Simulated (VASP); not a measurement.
**FeGe: single point with PBE**

FeGe:

```
Fe Ge
1.0
     4.67276    0.00000    0.00000
     0.00000    4.67276    0.00000
     0.00000    0.00000    4.67276
Fe Ge
4 4
Cartesian
  0.6150 0.6150 0.6150
  1.7213 4.0577 2.9514
  2.9514 1.7213 4.0577
  4.0577 2.9514 1.7213
  3.9137 3.9137 3.9137
  3.0955 0.7591 1.5773
  1.5773 3.0955 0.7591
  0.7591 1.5773 3.0955
```

This cell differs from its parent crystal: volume scaled by 1.020.

```
Program             : VASP 6.6.1
Task                : single point
Functional          : PBE
Potentials or basis : VASP PAW PBE potentials, release 64 (Fe, Ge_d)
Cutoff              : 520 eV
k mesh              : 8 × 8 × 8
Occupations         : gaussian, width 0.05 eV
Spin                : no spin polarisation
```

| Item | Value |
| --- | --- |
| Pressure | -3.0 GPa |
| Largest force | 0.029 eV/Å |
| Band gap on the k mesh | 0.11 eV, indirect (least direct gap 0.13 eV) |

Forces in eV/Å, atoms in the order of the input:
```
Fe   0.017  0.017  0.017
Fe  -0.017 -0.017  0.017
Fe   0.017 -0.017 -0.017
Fe  -0.017  0.017 -0.017
Ge   0.001  0.001  0.001
Ge  -0.001 -0.001  0.001
Ge   0.001 -0.001 -0.001
Ge  -0.001  0.001 -0.001
```

Levels at points of the mesh, in eV from the valence-band top:
| k point | band 42 | band 43 | band 44 | band 45 | band 46 | band 47 |
| --- | --- | --- | --- | --- | --- | --- |
| (0.00, 0.00, 0.00) | -0.22 | -0.05 | -0.05 | 0.44 | 0.44 | 0.44 |
| (0.50, 0.00, 0.00) | -0.31 | -0.01 | -0.01 | 0.13 | 0.13 | 1.45 |
| (0.50, 0.50, 0.00) | -0.85 | -0.28 | -0.28 | 0.53 | 0.53 | 0.92 |
| (0.50, 0.50, 0.50) | -0.49 | -0.49 | -0.49 | 0.36 | 0.36 | 0.36 |

Run time: 3.2 min on 1 thread of Intel(R) Xeon(R) Platinum 8488C (Sapphire Rapids), with other jobs on the host, peak memory 0.33 GiB.

 Spin polarisation is off, so any magnetic state and its effect on volume and gap are missing.
